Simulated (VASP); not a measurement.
# Ga16HN16 (a cell with a defect) in VASP: relaxation of the atoms with PBE

Aim: the relaxation of the atoms of Ga16HN16 (a cell with a defect) with PBE.

Everything below comes from runs of VASP 6.6.1. Logs are shortened: lines on timing, memory, paths and dates and some standing lists are left out, and cuts for length are marked.

**1. The cell of the first run**

The cell holds a defect, 33 atoms: a = 7.878 Å, b = 7.878 Å, c = 7.878 Å, α = 109.47°, β = 109.47°, γ = 109.47°.

**2. Relaxation of the atoms, PBE (with an interstitial atom)**

Input file INCAR:

```
SYSTEM = Ga16HN16
ALGO = Normal ; EDIFF = 1E-7
EDIFFG = -0.025 ; ENCUT = 520
GGA = PE ; GGA_COMPAT = .False.
IBRION = 2 ; ISIF = 2
ISMEAR = 0 ; KPAR = 2
LASPH = .True. ; LCHARG = .False.
LREAL = Auto ; LWAVE = .False.
NCORE = 2 ; NELECT = 288.0
NELM = 120 ; NELMIN = 4
NSW = 65 ; PREC = Accurate
SIGMA = 0.01
```

Input file KPOINTS:

```
Automatic mesh
0
Gamma
  2 2 2
  0.5 0.5 0.5
```

Input file POSCAR:

```
Ga16HN16
1.0
   -4.5484769755      4.5484769755      4.5484769755
    4.5484769755     -4.5484769755      4.5484769755
    4.5484769755      4.5484769755     -4.5484769755
Ga N H
16 16 1
Direct
    0.5005805476     -0.0010865011      0.5005805476
    0.4994878278      0.2500000000      0.2500000000
    0.5005805476      0.5005805476     -0.0010865011
    0.7516670488      0.7516670488      0.5010865011
    0.5010865011      0.7516670488      0.7516670488
    0.7483329512     -0.0005805476      0.2500000000
    0.7483329512      0.2500000000     -0.0005805476
   -0.0010865011      0.5005805476      0.5005805476
    0.7516670488      0.5010865011      0.7516670488
   -0.0005805476      0.7483329512      0.2500000000
    0.0005121722      0.0005121722      0.0005121722
    0.2500000000      0.2500000000      0.4994878278
   -0.0005805476      0.2500000000      0.7483329512
    0.2500000000      0.4994878278      0.2500000000
    0.2500000000      0.7483329512     -0.0005805476
    0.2500000000     -0.0005805476      0.7483329512
    0.7500000000      0.0000000000      0.5000000000
    0.7499021603      0.2500000000      0.2500000000
    0.7500000000      0.5000000000      0.0000000000
    0.0000000000      0.7500000000      0.5000000000
    0.7500978397      0.7500978397      0.7500978397
   -0.0039789671     -0.0039789671      0.2500000000
   -0.0039789671      0.2500000000     -0.0039789671
    0.2500000000      0.5039789671      0.5039789671
    0.0000000000      0.5000000000      0.7500000000
    0.2500000000      0.7499021603      0.2500000000
    0.2500000000     -0.0039789671     -0.0039789671
    0.5039789671      0.2500000000      0.5039789671
    0.2500000000      0.2500000000      0.7499021603
    0.5039789671      0.5039789671      0.2500000000
    0.5000000000      0.7500000000      0.0000000000
    0.5000000000      0.0000000000      0.7500000000
    0.2500000000      0.2500000000      0.2500000000
```

Potentials or basis: VASP PAW PBE potentials, release 64 (Ga_d, N, H).

Command:

```sh
> cat potpaw_PBE.64/Ga_d/POTCAR potpaw_PBE.64/N/POTCAR potpaw_PBE.64/H/POTCAR > POTCAR
> mpirun -np 4 vasp_std > vasp.out
```

OUTCAR:

```text
SYSTEM = Ga16HN16
   EDIFF = 1E-7
   EDIFFG = -0.025
   ENCUT = 520
   GGA = PE
   IBRION = 2
   ISIF = 2
   ISMEAR = 0
   LASPH = .True.
   LREAL = Auto
   NELECT = 288.0
   NELM = 120
   NELMIN = 4
   NSW = 65
   PREC = Accurate

 ion  position               nearest neighbor table
   1  0.501  0.999  0.501-  28 1.96  17 1.96  32 1.96  26 1.97
   2  0.499  0.250  0.250-  18 1.97  27 1.99  28 1.99  30 1.99
   3  0.501  0.501  0.999-  30 1.96  19 1.96  31 1.96  29 1.97
   4  0.752  0.752  0.501-  30 1.96  20 1.96  17 1.96  21 1.97
   5  0.501  0.752  0.752-  24 1.96  31 1.96  32 1.96  21 1.97
   6  0.748  0.999  0.250-  22 1.96  17 1.96  31 1.96  18 1.97
[... 24 lines left out ...]
  31  0.500  0.750  0.000-   5 1.96   6 1.96  15 1.96   3 1.96
  32  0.500  0.000  0.750-   5 1.96   7 1.96  16 1.96   1 1.96
  33  0.250  0.250  0.250-

  LATTYP: Found a body centered cubic cell.
 ALAT       =     9.0969539510

  Lattice vectors:

 A1 = (  -4.5484769755,   4.5484769755,   4.5484769755)
 A2 = (   4.5484769755,  -4.5484769755,   4.5484769755)
 A3 = (   4.5484769755,   4.5484769755,  -4.5484769755)

Analysis of symmetry for initial positions (statically):
=====================================================================
 Subroutine PRICEL returns:
 Original cell was already a primitive cell.

 Routine SETGRP: Setting up the symmetry group for a
 body centered cubic supercell.

 Subroutine GETGRP returns: Found 24 space group operations
 (whereof  6 operations were pure point group operations)
 out of a pool of 48 trial point group operations.

The static configuration has the point symmetry C_3v.
 The point group associated with its full space group is T_d .

Analysis of symmetry for dynamics (positions and initial velocities):
=====================================================================
 Subroutine PRICEL returns:
 Original cell was already a primitive cell.

 Routine SETGRP: Setting up the symmetry group for a
 body centered cubic supercell.

 Subroutine GETGRP returns: Found 24 space group operations
 (whereof  6 operations were pure point group operations)
 out of a pool of 48 trial point group operations.

The dynamic configuration has the point symmetry C_3v.
 The point group associated with its full space group is T_d .

 Subroutine INISYM returns: Found 24 space group operations
 (whereof  6 operations are pure point group operations),
 and found     1 'primitive' translations

----------------------------------------------------------------------------------------

                                     Primitive cell

  volume of cell :     376.4073

  direct lattice vectors                    reciprocal lattice vectors
    -4.548476975  4.548476975  4.548476975     0.000000000  0.109926906  0.109926906
     4.548476975 -4.548476975  4.548476975     0.109926906  0.000000000  0.109926906
     4.548476975  4.548476975 -4.548476975     0.109926906  0.109926906  0.000000000

  length of vectors
     7.878193219  7.878193219  7.878193219     0.155460121  0.155460121  0.155460121

  position of ions in fractional coordinates (direct lattice)
     0.500580548  0.998913499  0.500580548
     0.499487828  0.250000000  0.250000000
     0.500580548  0.500580548  0.998913499
     0.751667049  0.751667049  0.501086501
     0.501086501  0.751667049  0.751667049
     0.748332951  0.999419452  0.250000000
[... 25 lines left out ...]
     0.500000000  0.000000000  0.750000000
     0.250000000  0.250000000  0.250000000

  ion indices of the primitive-cell ions
   primitive index   ion index
                 1           1
                 2           2
                 3           3
                 4           4
                 5           5
                 6           6
[... 25 lines left out ...]
                32          32
                33          33

----------------------------------------------------------------------------------------

 KPOINTS: Automatic mesh

Automatic generation of k-mesh.
 Grid dimensions read from file:
 generate k-points for:    2    2    2

 Generating k-lattice:

  Cartesian coordinates                     Fractional coordinates (reciprocal lattice)
     0.000000000  0.054963453  0.054963453     0.500000000  0.000000000  0.000000000
     0.054963453  0.000000000  0.054963453     0.000000000  0.500000000  0.000000000
     0.054963453  0.054963453  0.000000000     0.000000000  0.000000000  0.500000000

  Length of vectors
     0.077730061  0.077730061  0.077730061

  Shift w.r.t. Gamma in fractional coordinates (k-lattice)
     0.500000000  0.500000000  0.500000000

 Subroutine IBZKPT returns following result:
 ===========================================

 Found      2 irreducible k-points:

 Following reciprocal coordinates:
            Coordinates               Weight
  0.250000  0.250000  0.250000      2.000000
 -0.250000  0.250000  0.250000      6.000000
   k-points           NKPTS =      2   k-points in BZ     NKDIM =      2   number of bands    NBANDS=    172
   number of dos      NEDOS =    301   number of ions     NIONS =     33
   total plane-waves  NPLWV = 216000
   dimension x,y,z NGX =    60 NGY =   60 NGZ =   60
   dimension x,y,z NGXF=   120 NGYF=  120 NGZF=  120
   ions per type =              16  16   1
   NGX,Y,Z   is equivalent  to a cutoff of  12.66, 12.66, 12.66 a.u.
   NGXF,Y,Z  is equivalent  to a cutoff of  25.32, 25.32, 25.32 a.u.
 SYSTEM =  Ga16HN16
   PREC   = accura    normal or accurate (medium, high low for compatibility)
   ISTART =      0    job   : 0-new  1-cont  2-samecut
   ICHARG =      2    charge: 1-file 2-atom 10-const
   ISPIN  =      1    spin polarized calculation?
   LNONCOLLINEAR =      F non collinear calculations
   LSORBIT =      F    spin-orbit coupling
   LASPH  =      T    aspherical Exc in radial PAW
   ENCUT  =  520.0 eV  38.22 Ry    6.18 a.u.  14.65 14.65 14.65*2*pi/ulx,y,z
   NELM   =    120;   NELMIN=  4; NELMDL= -5     # of ELM steps
   EDIFF  = 0.1E-06   stopping-criterion for ELM
   LREAL  =      T    real-space projection
   EDIFFG = -.3E-01   stopping-criterion for IOM
   NSW    =     65    number of steps for IOM
   IBRION =      2    ionic relax: 0-MD 1-quasi-New 2-CG
   NFREE  =      1    steps in history (QN), initial steepest desc. (CG)
   ISIF   =      2    stress and relaxation
   ISYM   =      2    0-nonsym 1-usesym 2-fastsym
   POTIM  = 0.5000    time-step for ionic-motion
   TEBEG  =    0.0;   TEEND  =   0.0 temperature during run
   PSTRESS=    0.0 pullay stress
   NELECT =     288.0000    total number of electrons
   NUPDOWN=      -1.0000    fix difference up-down
   EMIN   =  10.00;   EMAX   =-10.00  energy-range for DOS
   EFERMI =   0.00;   METHOD = LEGACY
   ISMEAR =     0;   SIGMA  =   0.01  broadening in eV -4-tet -1-fermi 0-gaus
   EFERMI_NEDOS =   21; number of points for ismear=-14 and -15
   IALGO  =     38    algorithm
   IMIX   =      4    mixing-type and parameters
     AMIX     =   0.40;   BMIX     =  1.00
     AMIX_MAG =   1.60;   BMIX_MAG =  1.00
  volume/ion in A,a.u.               =      11.41        76.97
  Fermi-wavevector in a.u.,A,eV,Ry     =   1.497337  2.829557 30.504523  2.242019
  Thomas-Fermi vector in A             =   2.609238
   LORBIT       =      0    0 simple, 1 ext, 2 COOP (PROOUT), +10 PAW based schemes
   GGA     = PE    functional components
   LHFCALC =     F    Hartree Fock is set to
   AEXX    =    0.0000 exact exchange contribution
   IVDW    =     0    specifies the selected vdW correction
   LEPSILON=     F    determine dielectric tensor
   LRPA    =     F    only Hartree local field effects (RPA)
 conjugate gradient relaxation of ions
 non-spin polarized calculation
 Gauss-broadening in eV      SIGMA  =   0.01
  energy-cutoff  :      520.00
  volume of cell :      376.41
 maximum number of plane-waves:     10168
 NGX is ok and might be reduce to    60
   NGX = 29   NGY = 29   NGZ = 29

--------------------------------------- Ionic step        1  -------------------------------------------

 number of electron     288.0000230 magnetization

 Free energy of the ion-electron system (eV)
  ---------------------------------------------------
  ext. energy  EPLUGINS =         0.00000000
  ---------------------------------------------------
  free energy    TOTEN  =      -200.10927074 eV

  energy without entropy =     -200.10927074  energy(sigma->0) =     -200.10927074

------------------------ aborting loop because EDIFF is reached ----------------------------------------

  FORCE on cell =-STRESS in cart. coord.  units (eV):
  Direction    XX          YY          ZZ          XY          YZ          ZX
  --------------------------------------------------------------------------------------
  -------------------------------------------------------------------------------------
  Total       -6.8428409     -6.8428409     -6.8428409     -0.0000000     -0.0000000      0.0000000
  in kB      -29.1265492    -29.1265492    -29.1265492     -0.0000000     -0.0000000      0.0000000
  external PRESSURE =     -29.1265492 kB  Pullay stress =       0.0000000 kB
[... 387 lines left out ...]
  energy  without entropy=     -200.2614780543  energy(sigma->0) =     -200.26147805

--------------------------------------- Ionic step        7  -------------------------------------------

 number of electron     288.0000250 magnetization

 Free energy of the ion-electron system (eV)
  ---------------------------------------------------
  ext. energy  EPLUGINS =         0.00000000
  ---------------------------------------------------
  free energy    TOTEN  =      -200.26169745 eV

  energy without entropy =     -200.26169745  energy(sigma->0) =     -200.26169745

 E-fermi :   4.5892     XC(G=0): -11.5316

 val. band max:        4.5313983537   @ k =  -0.2500   0.2500   0.2500
 cond. band min:       5.2304667568   @ k =   0.2500   0.2500   0.2500
 fundamental gap:      0.6990684030
 Fermi energy:         4.5892058817

 k-point     1 :       0.2500    0.2500    0.2500
  band No.  band energies     occupation
      1     -10.2865      2.00000
      2     -10.2002      2.00000
      3     -10.2002      2.00000
      4     -10.2002      2.00000
      5      -9.8377      2.00000
      6      -9.8267      2.00000
[... 148 lines left out ...]
    155      10.3551      0.00000
    156      10.3551      0.00000

 k-point     2 :      -0.2500    0.2500    0.2500
  band No.  band energies     occupation
      1     -10.5282      2.00000
      2     -10.0323      2.00000
      3     -10.0323      2.00000
      4     -10.0026      2.00000
      5      -9.9523      2.00000
      6      -9.9464      2.00000
[... 148 lines left out ...]
    155      10.2691      0.00000
    156      10.3299      0.00000
 [bands above 156 left out]

------------------------ aborting loop because EDIFF is reached ----------------------------------------

  FORCE on cell =-STRESS in cart. coord.  units (eV):
  Direction    XX          YY          ZZ          XY          YZ          ZX
  --------------------------------------------------------------------------------------
  -------------------------------------------------------------------------------------
  Total       -7.4779917     -7.4779917     -7.4779917      0.0000000      0.0000000      0.0000000
  in kB      -31.8300681    -31.8300681    -31.8300681      0.0000000      0.0000000      0.0000000
  external PRESSURE =     -31.8300681 kB  Pullay stress =       0.0000000 kB
[... 48 lines left out ...]
  FREE ENERGIE OF THE ION-ELECTRON SYSTEM (eV)
  ---------------------------------------------------
  free  energy   TOTEN  =      -200.2616974456 eV

  energy  without entropy=     -200.2616974456  energy(sigma->0) =     -200.26169745

 reached required accuracy - stopping structural energy minimisation
```

Run time: 9 min. Hardware: 4 MPI ranks of Intel Xeon Platinum 8259CL at 2.50GHz (Skylake/Cascade Lake), shared host; peak memory 0.39 GiB.

What came out:

- Free energy: -200.2617 eV
- Energy gained by relaxing: 4.6 meV/atom
- Ionic steps: 7
- Largest force after relaxing: 0.016 eV/Å

Forces in eV/Å, atoms in the order of the input:
```
Ga  -0.001  0.014 -0.001
Ga  -0.004  0.004  0.004
Ga  -0.001 -0.001  0.014
Ga   0.001  0.001  0.014
Ga   0.014  0.001  0.001
Ga   0.001 -0.001 -0.014
Ga   0.001 -0.014 -0.001
Ga   0.014 -0.001 -0.001
Ga   0.001  0.014  0.001
Ga  -0.001  0.001 -0.014
Ga  -0.004 -0.004 -0.004
Ga   0.004  0.004 -0.004
Ga  -0.001 -0.014  0.001
Ga   0.004 -0.004  0.004
Ga  -0.014  0.001 -0.001
Ga  -0.014 -0.001  0.001
N    0.000  0.000  0.000
N   -0.009  0.009  0.009
N    0.000  0.000  0.000
N    0.000  0.000  0.000
N   -0.009 -0.009 -0.009
N    0.000  0.000 -0.011
N    0.000 -0.011  0.000
N    0.011  0.000  0.000
N    0.000  0.000  0.000
N    0.009 -0.009  0.009
N   -0.011  0.000  0.000
N    0.000  0.011  0.000
N    0.009  0.009 -0.009
N    0.000  0.000  0.011
N    0.000  0.000  0.000
N    0.000  0.000  0.000
H    0.000  0.000  0.000
```

Step by step:
```tsv
step	energy change (eV)	largest force (eV/Å)	pressure (GPa)
1	0.0000	0.8599	-2.91
2	-0.1243	0.2194	-3.11
3	-0.1275	0.1510	-3.11
4	-0.1432	0.0931	-3.14
5	-0.1514	0.0514	-3.18
6	-0.1522	0.0383	-3.19
7	-0.1524	0.0156	-3.18
```

Final structure:
```xyz
33
Lattice="-4.5485 4.5485 4.5485 4.5485 -4.5485 4.5485 4.5485 4.5485 -4.5485" Properties=species:S:1:pos:R:3 pbc="T T T"
Ga    4.5444    0.0036    4.5444
Ga   -0.0272    2.3014    2.3014
Ga    4.5444    4.5444    0.0036
Ga    2.2783    2.2783    4.5521
Ga    4.5521    2.2783    2.2783
Ga   -2.2702    4.5444    2.2706
Ga   -2.2702    2.2706    4.5444
Ga    0.0036    4.5444    4.5444
Ga    2.2783    4.5521    2.2783
Ga    4.5444   -2.2702    2.2706
Ga    4.5213    4.5213    4.5213
Ga    2.3014    2.3014   -0.0272
Ga    4.5444    2.2706   -2.2702
Ga    2.3014   -0.0272    2.3014
Ga    2.2706   -2.2702    4.5444
Ga    2.2706    4.5444   -2.2702
N    -1.1371    5.6856    1.1371
N    -1.1449    3.4191    3.4191
N    -1.1371    1.1371    5.6856
N     5.6856   -1.1371    1.1371
N     3.4036    3.4036    3.4036
N     1.1371    1.1371   -1.1331
N     1.1371   -1.1331    1.1371
N     3.4073    1.1371    1.1371
N     5.6856    1.1371   -1.1371
N     3.4191   -1.1449    3.4191
N    -1.1331    1.1371    1.1371
N     1.1371    3.4073    1.1371
N     3.4191    3.4191   -1.1449
N     1.1371    1.1371    3.4073
N     1.1371   -1.1371    5.6856
N     1.1371    5.6856   -1.1371
H     1.1371    1.1371    1.1371
```

Caveat: the cell carries a net charge on a neutralising background, which shifts energy and pressure; the cell differs from its parent crystal (with an interstitial atom); the cell is charged against a uniform background, so pressure and absolute levels hang on convention.
